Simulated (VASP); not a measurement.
Input of a VASP 6.6.1 run:

File INCAR:

```
SYSTEM = Ge3Se5
PREC     = Accurate       ! precision mode
ENCUT    = 520            ! plane-wave cutoff, eV
EDIFF    = 1E-6           ! SCF threshold, eV
ISMEAR   = 0              ! smearing method
SIGMA    = 0.1            ! smearing width, eV
LREAL    = .FALSE.        ! projectors in reciprocal space
LASPH    = .TRUE.         ! aspherical terms in the spheres
NELM     = 60             ! most SCF steps
ALGO     = Normal         ! electronic algorithm
ISIF     = 2              ! what is computed and relaxed
LWAVE    = .FALSE.        ! write WAVECAR
LCHARG   = .FALSE.        ! write CHGCAR
GGA      = PE             ! functional
NBANDS   = 46             ! bands
```

KPOINTS

```
regular mesh
0
G
  4 4 4
  0 0 0
```

The input POSCAR:

```
Ge3Se5
1.0
   -3.6373081400      3.6373081400      3.6373081400
    3.6373081400     -3.6373081400      3.6373081400
    3.6373081400      3.6373081400     -3.6373081400
Ge Se
3 5
Direct
    0.0000000000      0.5000000000      0.5000000000
    0.5000000000      0.5000000000      0.0000000000
    0.5000000000      0.0000000000      0.5000000000
    0.0000000000      0.0000000000      0.0000000000
    0.0000000000      0.0000000000      0.5000000000
    0.0000000000      0.5000000000      0.0000000000
    0.5000000000      0.0000000000      0.0000000000
    0.5000000000      0.5000000000      0.5000000000
```

Potentials or basis: VASP PAW PBE potentials, release 64 (Ge_d, Se).

Run with:

```console
$ cat potpaw_PBE.64/Ge_d/POTCAR potpaw_PBE.64/Se/POTCAR > POTCAR
$ mpirun -np 1 vasp_std > vasp.out
```

Q: Estimate the pressure.

A: -5.9 GPa.

Q: Predict the band gap on the k mesh.

A: Zero (band 36 reaches 5.19 eV, above the bottom of band 37 at 3.58 eV).
